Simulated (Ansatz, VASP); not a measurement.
# Yb in VASP and in Ansatz

```
Yb
1.0
    -1.94098    1.94098    1.94098
     1.94098   -1.94098    1.94098
     1.94098    1.94098   -1.94098
Yb
1
Cartesian
  0.0000 0.0000 0.0000
```

Alike in both runs: task single point; functional PBEsol; k mesh 13 × 13 × 13; occupations fermi-dirac, width 0.1 eV; no spin polarisation.

```csv
,VASP,Ansatz
version,VASP 6.6.1,Ansatz 0.2.0
potentials or method,"VASP PAW PBE potentials, release 64 (Yb), cutoff 520 eV","plane waves (420 eV) with PAW, scalar-relativistic"
valence electrons in the cell,24,24
```

|  | VASP | Ansatz | Ansatz less VASP |
| --- | --- | --- | --- |
| pressure (GPa) | 1.8 | 2.3 | +0.49 |

VASP's potentials were made for PBE, not for PBEsol, and Ansatz warns of the same on its side.

Neither program's run includes spin-orbit coupling.
